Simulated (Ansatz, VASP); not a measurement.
Al2InN3 in VASP and in Ansatz

```
Al In N
1.0
     4.87960   -2.80599    0.00000
     4.87960    2.80599    0.00000
     0.00000    0.00000    5.19902
Al In N
4 2 6
Cartesian
  1.6753 0.9161 5.1557
  8.0839 0.9161 5.1557
  8.0839 -0.9161 2.5562
  1.6753 -0.9161 2.5562
  4.8796 0.9989 5.1270
  4.8796 -0.9989 2.5275
  1.8057 0.8338 1.8515
  7.9535 0.8338 1.8515
  7.9535 -0.8338 4.4510
  1.8057 -0.8338 4.4510
  4.8796 1.1303 2.1122
  4.8796 -1.1303 4.7117
```

Alike in both runs: functional r2SCAN; k mesh 6 × 6 × 6; occupations gaussian, width 0.02 eV; no spin polarisation.

Ansatz relaxed the structure, and its values are those at the end. VASP's run is a single point on that final structure, the one shown.

|  | VASP | Ansatz |
| --- | --- | --- |
| version | VASP 6.6.1 | Ansatz 0.2.0 |
| potentials or method | VASP PAW PBE potentials, release 64 (Al, In_d, N), cutoff 520 eV | scalar-relativistic, plane waves, PAW |
| valence electrons in the cell | 68 | 68 |

VASP gave:

| Item | Value |
| --- | --- |
| gap on the k mesh at the Fermi level (eV) | 2.79 |
| least direct gap on the mesh (eV) | 2.79 |
| pressure (GPa) | 0.0 |
| rms of the force components (eV/Å) | 0.020 |

Which values does Ansatz return?

gap on the k mesh at the Fermi level (eV): 2.75; least direct gap on the mesh (eV): 2.75; pressure (GPa): 0.0; rms of the force components (eV/Å): 0.001.

VASP's potentials were made for PBE, not for r2SCAN.
